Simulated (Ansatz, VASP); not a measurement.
## P: VASP beside Ansatz

Contents of INCAR:

```
SYSTEM = P
PREC = Accurate
ENCUT = 500
EDIFF = 1E-6
ISMEAR = 0
SIGMA = 0.1
LREAL = .False.
LASPH = .True.
NELM = 120
ALGO = Normal
ISIF = 2
LWAVE = .False.
LCHARG = .True.
GGA = PE
LELF = .True.
LVHAR = .True.
NBANDS = 8
GGA_COMPAT = .False.
```

File KPOINTS:

```
regular mesh
0
Gamma
  18 18 18
  0 0 0
```

File POSCAR:

```
P
1.0
    0.0000000000      2.0342781400      2.0342781400
    2.0342781400      0.0000000000      2.0342781400
    2.0342781400      2.0342781400      0.0000000000
P
1
Direct
    0.0000000000      0.0000000000      0.0000000000
```

Input for Ansatz:

```yaml
crystal:
  lattice:
    - [0.0, 2.03427814, 2.03427814]
    - [2.03427814, 0.0, 2.03427814]
    - [2.03427814, 2.03427814, 0.0]
  atoms:
    - { symbol: P, position: [0.0, 0.0, 0.0] }
basis:
  ecutwfc: 420
kpoints:
  mp_grid: { grid: [18, 18, 18] }
hamiltonian:
  xc: pbe
scf:
  occupations: { method: gaussian, width: 0.1 }
output:
  forces: true
  stress: true
  eigenvalues: true
  write_density: true
  write_potential: true
  elf: true
  volumetric_format: npy
```

Alike in both runs: task single point; functional PBE; k mesh 18 × 18 × 18; occupations gaussian, width 0.1 eV; no spin polarisation.

|  | VASP | Ansatz |
| --- | --- | --- |
| version | VASP 6.6.1 | Ansatz 0.2.0 |
| potentials or method | VASP PAW PBE potentials, release 64 (P), cutoff 500 eV | scalar-relativistic, plane waves, PAW |
| valence electrons in the cell | 5 | 5 |

Ansatz gave:

* gap on the k mesh at the Fermi level (eV): none
* pressure (GPa): -10.2

Task: Estimate VASP's values.

Result: gap on the k mesh at the Fermi level (eV): none; pressure (GPa): -10.3.

A gap of «none» marks a metal or a gap that the smearing closes. With one functional, cell and mesh, what is left measures potentials, basis and numerics.
